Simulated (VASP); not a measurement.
# MnSb (P6_3/mmc) in VASP: a series of runs, part 2 of 3

VASP 6.6.1. Earlier steps stand in the parts before.

### Step 3. Relaxation of cell and atoms, RPBE, collinear spin, ferromagnetic start

File INCAR:

```
ALGO = Normal ; EDIFF = 1E-6
EDIFFG = -0.01 ; ENCUT = 600
GGA = RP ; IBRION = 2
ISIF = 3 ; ISMEAR = -1
ISPIN = 2 ; LASPH = T
LCHARG = F ; LMAXMIX = 4
LORBIT = 11 ; LREAL = F
LWAVE = F ; MAGMOM = 0 0 4 4
NELM = 150 ; NSW = 60
PREC = Accurate ; SIGMA = 0.05
```

File KPOINTS:

```
k-points
0
Gamma
  7 7 5
```

File POSCAR:

```
MnSb
1.0
    4.1500000000      0.0000000000      0.0000000000
   -2.0750000000      3.5940054257      0.0000000000
    0.0000000000      0.0000000000      5.7800000000
Sb Mn
2 2
Direct
    0.6666666667      0.3333333333      0.7500000000
    0.3333333333      0.6666666667      0.2500000000
    0.0000000000      0.0000000000      0.5000000000
    0.0000000000      0.0000000000      0.0000000000
```

Potentials or basis: VASP PAW PBE potentials, release 64 (Sb, Mn_pv).

Run with:

```sh
> cat potpaw_PBE.64/Sb/POTCAR potpaw_PBE.64/Mn_pv/POTCAR > POTCAR
> mpirun -np 1 vasp_std > vasp.out
```

OUTCAR:

```text
EDIFF = 1E-6
   EDIFFG = -0.01
   ENCUT = 600
   GGA = RP
   IBRION = 2
   ISIF = 3
   ISMEAR = -1
   ISPIN = 2
   LASPH = T
   LORBIT = 11
   LREAL = F
   NELM = 150
   NSW = 60
   PREC = Accurate

 ion  position               nearest neighbor table
   1  0.667  0.333  0.750-   3 2.80   4 2.80   3 2.80   4 2.80   3 2.80   4 2.80   2 3.75   2 3.75
                             2 3.75   2 3.75   2 3.75   2 3.75
   2  0.333  0.667  0.250-   3 2.80   4 2.80   3 2.80   4 2.80   3 2.80   4 2.80   1 3.75   1 3.75
                             1 3.75   1 3.75   1 3.75   1 3.75
   3  0.000  0.000  0.500-   1 2.80   2 2.80   2 2.80   1 2.80   1 2.80   2 2.80   4 2.89   4 2.89

   4  0.000  0.000  0.000-   1 2.80   2 2.80   2 2.80   1 2.80   1 2.80   2 2.80   3 2.89   3 2.89

  LATTYP: Found a hexagonal cell.
 ALAT       =     4.1500000000
 C/A-ratio  =     1.3927710843

  Lattice vectors:

 A1 = (   4.1500000000,   0.0000000000,   0.0000000000)
 A2 = (  -2.0750000000,   3.5940054257,   0.0000000000)
 A3 = (   0.0000000000,   0.0000000000,   5.7800000000)

Analysis of symmetry for initial positions (statically):
=====================================================================
 Subroutine PRICEL returns:
 Original cell was already a primitive cell.

 Routine SETGRP: Setting up the symmetry group for a
 hexagonal supercell.

 Subroutine GETGRP returns: Found 24 space group operations
 (whereof 12 operations were pure point group operations)
[... 373 lines left out ...]
--------------------------------------- Ionic step        6  -------------------------------------------

 number of electron      36.0000025 magnetization       6.7137774

 Free energy of the ion-electron system (eV)
  ---------------------------------------------------
  ext. energy  EPLUGINS =         0.00000000
  ---------------------------------------------------
  free energy    TOTEN  =       -24.86505451 eV

  energy without entropy =      -24.84661949  energy(sigma->0) =      -24.85583700

 E-fermi :   7.9273     XC(G=0): -10.5756

 val. band max:        7.9108868008   @ k =   0.2857   0.0000   0.4000
 cond. band min:       7.9369708270   @ k =   0.0000   0.0000   0.0000
 fundamental gap:      0.0260840261
 Fermi energy:         7.9272978515

 spin component 1

 k-point     1 :       0.0000    0.0000    0.0000
  band No.  band energies     occupation
      1     -42.1422      1.00000
      2     -42.1422      1.00000
      3     -42.1333      1.00000
      4     -42.1333      1.00000
      5     -41.9050      1.00000
      6     -41.8117      1.00000
[... 685 lines left out ...]
     25      13.3021      0.00000
     26      13.4776      0.00000
 Fermi energy:         7.9272978515

 spin component 2

 k-point     1 :       0.0000    0.0000    0.0000
  band No.  band energies     occupation
      1     -38.4595      1.00000
      2     -38.4595      1.00000
      3     -38.4487      1.00000
      4     -38.4487      1.00000
      5     -38.4065      1.00000
      6     -38.2964      1.00000
[... 716 lines left out ...]
  FREE ENERGIE OF THE ION-ELECTRON SYSTEM (eV)
  ---------------------------------------------------
  free  energy   TOTEN  =       -24.8650545077 eV

  energy  without entropy=      -24.8466194916  energy(sigma->0) =      -24.85583700

 reached required accuracy - stopping structural energy minimisation

 total charge

# of ion       s       p       d       tot
------------------------------------------
    1        1.135   1.267   0.042   2.444
    2        1.135   1.267   0.042   2.444
    3        0.274   6.213   5.028  11.514
    4        0.274   6.213   5.028  11.514
--------------------------------------------------
tot          2.816  14.959  10.141  27.916

 magnetization (x)

# of ion       s       p       d       tot
------------------------------------------
    1        0.009  -0.152   0.006  -0.137
    2        0.009  -0.152   0.006  -0.137
    3        0.036   0.028   3.349   3.414
    4        0.036   0.028   3.349   3.414
--------------------------------------------------
tot          0.090  -0.247   6.711   6.554
```

It took 4.5 min on 1 thread of Intel Xeon 6975P-C (Granite Rapids), shared host; peak memory 0.35 GiB.

Results:

| Property | Result |
| --- | --- |
| Free energy | -24.8651 eV |
| Relaxed volume | 21.31 Å³/atom |
| Relaxed cell | a = 4.158 Å, b = 4.158 Å, c = 5.692 Å, α = 90.00°, β = 90.00°, γ = 120.00° |
| Space group after relaxing (to 0.1 Å) | P6_3/mmc (No. 194) |
| Energy gained by relaxing | 1.1 meV/atom |
| Ionic steps | 6 |
| Pressure after relaxing | 0.0 GPa |
| Net moment | 6.71 μB per cell |
| Site moments | Sb -0.14; Mn +3.41 μB |
| Valence electrons inside the program's atomic spheres | Sb 2.44; Mn 11.51 |

The path:
```
step  energy change (eV)  largest force (eV/Å)  pressure (GPa)  volume (Å³)
   1              0.0000                0.0000           -0.49        86.21
   2             -0.0031                0.0000           -0.04        85.38
   3             -0.0035                0.0000            0.15        85.02
   4             -0.0036                0.0000            0.21        84.94
   5             -0.0043                0.0000            0.09        85.11
   6             -0.0043                0.0000            0.02        85.22
```

Final structure:
```yaml
crystal:
  lattice:
    - [4.15805, 0.00000, 0.00000]
    - [-2.07902, 3.60098, 0.00000]
    - [0.00000, 0.00000, 5.69157]
  atoms:
    - { symbol: Sb, position: [0.66667, 0.33333, 0.75000] }
    - { symbol: Sb, position: [0.33333, 0.66667, 0.25000] }
    - { symbol: Mn, position: [0.00000, 0.00000, 0.50000] }
    - { symbol: Mn, position: [0.00000, 0.00000, 0.00000] }
```

Caveat: the PAW data sets were made with another functional, which shifts forces and pressure a little; spin-orbit coupling is left out, which moves the levels of the heavy elements; the run started ferromagnetic, and an antiferromagnetic order may lie lower in energy.

### Step 4. Relaxation of cell and atoms, revPBE, collinear spin, ferromagnetic start

INCAR, as its differences from that of step 3:

```diff
@@ -2,3 +2,3 @@
 EDIFFG = -0.01 ; ENCUT = 600
-GGA = RP ; IBRION = 2
+GGA = RE ; IBRION = 2
 ISIF = 3 ; ISMEAR = -1
```

KPOINTS is that of step 3.

POSCAR is that of step 3.

Run with:

```sh
> cat potpaw_PBE.64/Sb/POTCAR potpaw_PBE.64/Mn_pv/POTCAR > POTCAR
> mpirun -np 1 vasp_std > vasp.out
```

Wall time 3.8 min (1 thread of Intel Xeon 6975P-C (Granite Rapids), shared host); peak memory 0.35 GiB.

It converged, with:

| Item | Value |
| --- | --- |
| Free energy | -25.1192 eV |
| Relaxed volume | 21.01 Å³/atom |
| Relaxed cell | a = 4.139 Å, b = 4.139 Å, c = 5.664 Å, α = 90.00°, β = 90.00°, γ = 120.00° |
| Space group after relaxing (to 0.1 Å) | P6_3/mmc (No. 194) |
| Energy gained by relaxing | 2.9 meV/atom |
| Ionic steps | 5 |
| Pressure after relaxing | 0.0 GPa |
| Net moment | 6.61 μB per cell |
| Site moments | Sb -0.13; Mn +3.36 μB |
| Valence electrons inside the program's atomic spheres | Sb 2.45; Mn 11.54 |

Step by step:
```csv
step,energy change (eV),largest force (eV/Å),pressure (GPa),volume (Å³)
1,0.0000,0.0000,-1.21,86.21
2,-0.0102,0.0000,-0.05,84.19
3,-0.0104,0.0000,0.11,83.92
4,-0.0113,0.0000,0.07,83.98
5,-0.0116,0.0000,0.02,84.04
```

Final structure:
```
Sb Mn
1.0
     4.13907    0.00000    0.00000
    -2.06954    3.58454    0.00000
     0.00000    0.00000    5.66410
Sb Mn
2 2
Direct
  0.66667 0.33333 0.75000
  0.33333 0.66667 0.25000
  0.00000 0.00000 0.50000
  0.00000 0.00000 0.00000
```

Levels at points of the mesh, in eV from the Fermi level:
Spin up:
```tsv
k point	band 19	band 20	band 21	band 22	band 23	band 24
(0.00, 0.00, 0.00)	-0.41	0.43	0.43	2.26	2.26	2.78
```
Spin down:
| k point | band 11 | band 12 | band 13 | band 14 | band 15 | band 16 | band 17 | band 18 | band 19 | band 20 |
| --- | --- | --- | --- | --- | --- | --- | --- | --- | --- | --- |
| (0.00, 0.00, 0.00) | -2.59 | -1.02 | -0.05 | -0.05 | 0.29 | 0.29 | 0.49 | 0.49 | 1.52 | 1.52 |

Caveat: the PAW data sets were made with another functional, which shifts forces and pressure a little; spin-orbit coupling is left out, which moves the levels of the heavy elements; the run started ferromagnetic, and an antiferromagnetic order may lie lower in energy.

### Step 5. Single point, revPBE+D3(BJ), collinear spin, ferromagnetic start

This run uses another cell than the first one, of 18.89 Å³/atom.

File INCAR:

```
PREC = Accurate
ENCUT = 520
EDIFF = 1E-6
ISMEAR = -1
SIGMA = 0.05
LREAL = F
LASPH = T
NELM = 150
ALGO = Normal
ISIF = 2
LWAVE = F
LCHARG = F
ISPIN = 2
MAGMOM = 0 0 4 4
LORBIT = 11
LMAXMIX = 4
GGA = RE
IVDW = 12
NBANDS = 30
```

File KPOINTS:

```
regular mesh
0
Gamma
  7 7 5
```

File POSCAR:

```
MnSb
1.0
    3.9960811952      0.0000000000      0.0000000000
   -1.9980405976      3.4607078306      0.0000000000
    0.0000000000      0.0000000000      5.4640901110
Sb Mn
2 2
Direct
    0.6666666667      0.3333333333      0.7500000000
    0.3333333333      0.6666666667      0.2500000000
    0.0000000000      0.0000000000      0.5000000000
    0.0000000000      0.0000000000      0.0000000000
```

Potentials or basis: VASP PAW PBE potentials, release 64 (Sb, Mn_pv).

Run with:

```sh
> cat potpaw_PBE.64/Sb/POTCAR potpaw_PBE.64/Mn_pv/POTCAR > POTCAR
> mpirun -np 1 vasp_std > vasp.out
```

OUTCAR:

```text
PREC = Accurate
   ENCUT = 520
   EDIFF = 1E-6
   ISMEAR = -1
   LREAL = F
   LASPH = T
   NELM = 150
   ISIF = 2
   ISPIN = 2
   LORBIT = 11
   GGA = RE
   IVDW = 12
 IVDW          = 12

 ion  position               nearest neighbor table
   1  0.667  0.333  0.750-   3 2.68   4 2.68   3 2.68   4 2.68   3 2.68   4 2.68   2 3.58   2 3.58
                             2 3.58   2 3.58   2 3.58   2 3.58
   2  0.333  0.667  0.250-   3 2.68   4 2.68   3 2.68   4 2.68   3 2.68   4 2.68   1 3.58   1 3.58
                             1 3.58   1 3.58   1 3.58   1 3.58
   3  0.000  0.000  0.500-   1 2.68   2 2.68   2 2.68   1 2.68   1 2.68   2 2.68   4 2.73   4 2.73

   4  0.000  0.000  0.000-   1 2.68   2 2.68   2 2.68   1 2.68   1 2.68   2 2.68   3 2.73   3 2.73

  LATTYP: Found a hexagonal cell.
 ALAT       =     3.9960811952
 C/A-ratio  =     1.3673621341

  Lattice vectors:

 A1 = (   3.9960811952,   0.0000000000,   0.0000000000)
 A2 = (  -1.9980405976,   3.4607078306,   0.0000000000)
 A3 = (   0.0000000000,   0.0000000000,   5.4640901110)

Analysis of symmetry for initial positions (statically):
[... 1793 lines left out ...]
 E8    (eV) :    -2.4052

  FORCE on cell =-STRESS in cart. coord.  units (eV):
  Direction    XX          YY          ZZ          XY          YZ          ZX
  --------------------------------------------------------------------------------------
  -------------------------------------------------------------------------------------
  Total      -0.06574    -0.06574    -0.02567     0.00000     0.00000     0.00000
  in kB      -1.39398    -1.39398    -0.54436     0.00000     0.00000     0.00000
  external pressure =       -1.11 kB  Pullay stress =        0.00 kB

 VOLUME and BASIS-vectors are now :
 -----------------------------------------------------------------------------
  energy-cutoff  :      520.00
  volume of cell :       75.56
      direct lattice vectors                 reciprocal lattice vectors
     3.996081195  0.000000000  0.000000000     0.250245165  0.144479114  0.000000000
    -1.998040598  3.460707831  0.000000000     0.000000000  0.288958227  0.000000000
     0.000000000  0.000000000  5.464090111     0.000000000  0.000000000  0.183013087

 POSITION                                       TOTAL-FORCE (eV/Angst)
 -----------------------------------------------------------------------------------
      1.99804      1.15357      4.09807        -0.000000     -0.000000      0.000000
     -0.00000      2.30714      1.36602         0.000000      0.000000      0.000000
      0.00000      0.00000      2.73205         0.000000      0.000000      0.000000
      0.00000      0.00000      0.00000         0.000000      0.000000      0.000000
 -----------------------------------------------------------------------------------
    total drift:                               -0.000000      0.000000      0.000000

  FREE ENERGIE OF THE ION-ELECTRON SYSTEM (eV)
  ---------------------------------------------------
  free  energy   TOTEN  =       -28.2922494970 eV

  energy  without entropy=      -28.2722104694  energy(sigma->0) =      -28.28222998

 total charge

# of ion       s       p       d       tot
------------------------------------------
    1        1.117   1.321   0.062   2.500
    2        1.117   1.321   0.062   2.500
    3        0.296   6.261   5.123  11.680
    4        0.296   6.261   5.123  11.680
--------------------------------------------------
tot          2.826  15.165  10.369  28.360

 magnetization (x)

# of ion       s       p       d       tot
------------------------------------------
    1       -0.005  -0.123   0.007  -0.121
    2       -0.005  -0.123   0.007  -0.121
    3        0.030   0.031   2.932   2.992
    4        0.030   0.031   2.932   2.992
--------------------------------------------------
tot          0.051  -0.185   5.877   5.743
```

OSZICAR:

```text
N       E                     dE             d eps       ncg     rms          rms(c)
DAV:   1     0.339506820318E+03    0.33951E+03   -0.18850E+04  3048   0.124E+03
DAV:   2    -0.846956722679E+01   -0.34798E+03   -0.33321E+03  2940   0.361E+02
DAV:   3    -0.259323865357E+02   -0.17463E+02   -0.17070E+02  3410   0.910E+01
DAV:   4    -0.262570346261E+02   -0.32465E+00   -0.32404E+00  3162   0.122E+01
DAV:   5    -0.262643647555E+02   -0.73301E-02   -0.73298E-02  3340   0.199E+00    0.165E+01
DAV:   6    -0.270526598596E+02   -0.78830E+00   -0.17306E+01  3128   0.437E+01    0.163E+01
DAV:   7    -0.249542192954E+02    0.20984E+01   -0.78363E+00  3140   0.306E+01    0.535E+00
DAV:   8    -0.249494785978E+02    0.47407E-02   -0.39257E-01  3102   0.395E+00    0.243E+00
DAV:   9    -0.249401431165E+02    0.93355E-02   -0.87960E-02  3212   0.239E+00    0.951E-01
DAV:  10    -0.249427723014E+02   -0.26292E-02   -0.90633E-03  3274   0.723E-01    0.418E-01
DAV:  11    -0.249433429211E+02   -0.57062E-03   -0.11466E-03  3150   0.211E-01    0.157E-01
DAV:  12    -0.249433356093E+02    0.73118E-05   -0.28240E-04  3258   0.123E-01    0.616E-02
DAV:  13    -0.249433362873E+02   -0.67802E-06   -0.46792E-05  3188   0.464E-02    0.207E-02
DAV:  14    -0.249433430259E+02   -0.67386E-05   -0.11572E-05  3108   0.229E-02    0.970E-03
DAV:  15    -0.249433424594E+02    0.56644E-06   -0.10179E-06  2326   0.774E-03
   1 F= -.28292249E+02 E0= -.28282230E+02  d E =-.200390E-01  mag=     5.8929
```

stdout:

```text
POSCAR found type information on POSCAR SbMn
 POSCAR found :  2 types and       4 ions
 scaLAPACK will be used
 -----------------------------------------------------------------------------
|                                                                             |
|                                                                             |
|     You enforced a specific xc type in the INCAR file but a different       |
|     I HOPE YOU KNOW WHAT YOU ARE DOING!                                     |
|                                                                             |
 -----------------------------------------------------------------------------

 LDA part: xc-table for (Slater+PW92), standard interpolation
 POSCAR, INCAR and KPOINTS ok, starting setup
 FFT: planning ... GRIDC
 FFT: planning ... GRID_SOFT
 FFT: planning ... GRID
 WAVECAR not read
 entering main loop
```

Run time: 2.4 min. Hardware: 1 thread of AMD EPYC 7R43 (Zen 3), shared host; peak memory 0.24 GiB.

Results:

```yaml
Free_energy: -28.2922 eV
Pressure: -0.1 GPa
Net_moment: 5.89 μB per cell
Site_moments: Sb -0.12; Mn +2.99 μB
Valence_electrons_inside_the_program's_atomic_spheres: Sb 2.50; Mn 11.68
Dispersion_energy_per_atom: -0.837 eV
```

Stress tensor (GPa, compression positive):
```
-0.14  0.00  0.00
 0.00 -0.14  0.00
 0.00  0.00 -0.05
```

Levels at points of the mesh, in eV from the Fermi level:
Spin up:
```csv
k point,band 19,band 20,band 21,band 22,band 23,band 24
"(0.00, 0.00, 0.00)",0.10,0.60,0.60,2.79,2.79,3.17
```
Spin down:
| k point | band 12 | band 13 | band 14 | band 15 | band 16 | band 17 | band 18 | band 19 |
| --- | --- | --- | --- | --- | --- | --- | --- | --- |
| (0.00, 0.00, 0.00) | -1.39 | -0.39 | -0.39 | 0.04 | 0.04 | 0.72 | 0.72 | 1.42 |

Caveat: the PAW data sets were made with another functional, which shifts forces and pressure a little; spin-orbit coupling is left out, which moves the levels of the heavy elements; the run started ferromagnetic, and an antiferromagnetic order may lie lower in energy.

(Continued in part 3 of 3.)
